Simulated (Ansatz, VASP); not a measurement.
One calculation of Sr, two programs

```
Sr
1.0
     3.54402    0.00000    0.00000
    -1.77201    3.06921    0.00000
     0.00000    0.00000    5.89949
Sr
2
Direct
  0.33333 0.66667 0.25000
  0.66667 0.33333 0.75000
```

Alike in both runs: task single point; functional PBE; k mesh 15 × 15 × 8; occupations gaussian, width 0.1 eV; no spin polarisation.

```csv
,VASP,Ansatz
version,VASP 6.6.1,Ansatz 0.2.0
potentials or method,"VASP PAW PBE potentials, release 64 (Sr_sv), cutoff 520 eV","scalar-relativistic, plane waves, PAW"
valence electrons in the cell,20,20
```

Ansatz gave:

* gap on the k mesh at the Fermi level (eV): none
* pressure (GPa): 13.7
* traceless stress, the component that is largest in VASP (GPa): -0.08

Task: What did VASP give for the same quantities?

Result: gap on the k mesh at the Fermi level (eV): none; pressure (GPa): 13.8; traceless stress, the component that is largest in VASP (GPa): -0.09.

A gap of «none» marks a metal or a gap that the smearing closes.
